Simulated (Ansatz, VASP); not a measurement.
**GaS5: VASP beside Ansatz**

File INCAR:

```
  ALGO = Normal
  EDIFF = 1E-6
  EDIFFG = -0.01
  ENCUT = 600
  GGA = PE
  IBRION = 2
  ISIF = 3
  ISMEAR = 0
  LASPH = True
  LCHARG = False
  LREAL = False
  LWAVE = False
  NELM = 100
  NSW = 100
  PREC = Accurate
  SIGMA = 0.1
```

The input KPOINTS:

```
k-points
0
Gamma
  8 8 8
```

The input POSCAR:

```
GaS5
1.0
    0.0000000000      3.8671303259      3.8671303259
    3.8671303259      0.0000000000      3.8671303259
    3.8671303259      3.8671303259      0.0000000000
Ga S
1 5
Direct
    0.0000000000      0.0000000000      0.0000000000
    0.7500000000      0.7500000000      0.7500000000
    0.3916849171      0.3916849171      0.8249452488
    0.3916849171      0.8249452488      0.3916849171
    0.3916849171      0.3916849171      0.3916849171
    0.8249452488      0.3916849171      0.3916849171
```

Input for Ansatz:

```yaml
crystal:
  lattice:
    - [0.0, 3.8671303259, 3.8671303259]
    - [3.8671303259, 0.0, 3.8671303259]
    - [3.8671303259, 3.8671303259, 0.0]
  atoms:
    - { symbol: Ga, position: [0.0, 0.0, 0.0] }
    - { symbol: S, position: [0.75, 0.75, 0.75] }
    - { symbol: S, position: [0.3916849171, 0.3916849171, 0.8249452488] }
    - { symbol: S, position: [0.3916849171, 0.8249452488, 0.3916849171] }
    - { symbol: S, position: [0.3916849171, 0.3916849171, 0.3916849171] }
    - { symbol: S, position: [0.8249452488, 0.3916849171, 0.3916849171] }
basis:
  ecutwfc: 420
kpoints:
  mp_grid: { grid: [8, 8, 8] }
hamiltonian:
  xc: pbe
scf:
  occupations: { method: gaussian, width: 0.1 }
output:
  forces: true
  stress: true
  eigenvalues: true
relax:
  adjacent_minimum: "off"
  f_tol: 0.01
  max_steps: 80
  cell: { stress_tol: 0.05 }
```

Change from the starting cell: species swapped into the DyCu5 type (F-43m, No. 216).

Alike in both runs: task relaxation of cell and atoms; functional PBE; k mesh 8 × 8 × 8; occupations gaussian, width 0.1 eV; no spin polarisation.

|  | VASP | Ansatz |
| --- | --- | --- |
| version | VASP 6.6.1 | Ansatz 0.2.0 |
| potentials or method | VASP PAW PBE potentials, release 64 (Ga_d, S), cutoff 600 eV | scalar-relativistic, plane waves, PAW |
| valence electrons in the cell | 43 | 43 |

|  | VASP | Ansatz | Ansatz less VASP |
| --- | --- | --- | --- |
| gap on the k mesh at the Fermi level, each at its own relaxed structure (eV) | none | none | - |
| relaxed volume (Å³/atom) | 18.69 | 18.64 | -0.048 |
| relaxed cell length with the largest relative difference (Å) | 5.413 | 5.408 | -0.0047 |

A gap of «none» marks a metal or a gap that the smearing closes.
